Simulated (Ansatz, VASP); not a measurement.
## B3C2 in VASP and in Ansatz

```xyz
5
Lattice="5.0645 0.0000 0.0000 -2.5322 4.3859 0.0000 0.0000 0.0000 4.5507" Properties=species:S:1:pos:R:3 pbc="T T T"
B     2.5322    0.0000    0.0000
B    -1.2661    2.1930    0.0000
B     1.2661    2.1930    0.0000
C     0.0000    2.9240    0.0000
C     2.5322    1.4620    0.0000
```

Alike in both runs: functional PBE; k mesh 12 × 12 × 8; occupations gaussian, width 0.1 eV; no spin polarisation.

Ansatz relaxed the structure, and its values are those at the end. VASP's run is a single point on that final structure, the one shown.

```csv
,VASP,Ansatz
version,VASP 6.6.1,Ansatz 0.2.0
potentials or method,"VASP PAW PBE potentials, release 64 (B, C), cutoff 520 eV","scalar-relativistic, plane waves, PAW"
valence electrons in the cell,17,17
```

```csv
,VASP,Ansatz,Ansatz less VASP
gap on the k mesh at the Fermi level (eV),none,none,-
pressure (GPa),0.0,0.0,+0.01
```

A gap of «none» marks a metal or a gap that the smearing closes.
